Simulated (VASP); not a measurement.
Mg2B3, 5 atoms in the cell. The structure is trigonal, space group R-3m (No. 166). Conventional cell: a = 3.025 Å, b = 3.025 Å, c = 20.906 Å, α = 90.00°, β = 90.00°, γ = 120.00°. Within 2.8 Å of Mg (site symmetry 3m) lie 6 B at 2.08 to 2.24 Å. Within 3.1 Å of B (site symmetry -3m) lie 6 Mg at 2.24 Å and 12 B at 3.02 to 3.08 Å. Within 2.8 Å of B (site symmetry 3m) lie 3 Mg at 2.08 Å and 3 B at 2.57 Å. The cell was generated, and may not be a known phase.

| Item | Value |
| --- | --- |
| Program | VASP 6.6.1 |
| Task | single point |
| Functional | PBE |
| Potentials or basis | VASP PAW PBE potentials, release 64 (Mg, B) |
| Cutoff | 520 eV |
| k mesh | 6 × 6 × 6 |
| Occupations | gaussian, width 0.1 eV |
| Spin | no spin polarisation |
| Dipole correction | no |
| Further INCAR settings | ALGO = Normal; EDIFF = 1e-06; NBANDS = 14 |

Potentials or basis: VASP PAW PBE potentials, release 64 (Mg, B).

The run is started by

```console
$ cat potpaw_PBE.64/Mg/POTCAR potpaw_PBE.64/B/POTCAR > POTCAR
$ mpirun -np 1 vasp_std > vasp.out
```

Hardware: 1 thread of Intel Xeon 8259CL, with other jobs on the host.

Question: Estimate the wall time of this run.

Answer: It took 110 s on 1 thread of Intel Xeon 8259CL (shared host), peak memory 0.38 GiB. Counts: scf iterations 13, k points 32.
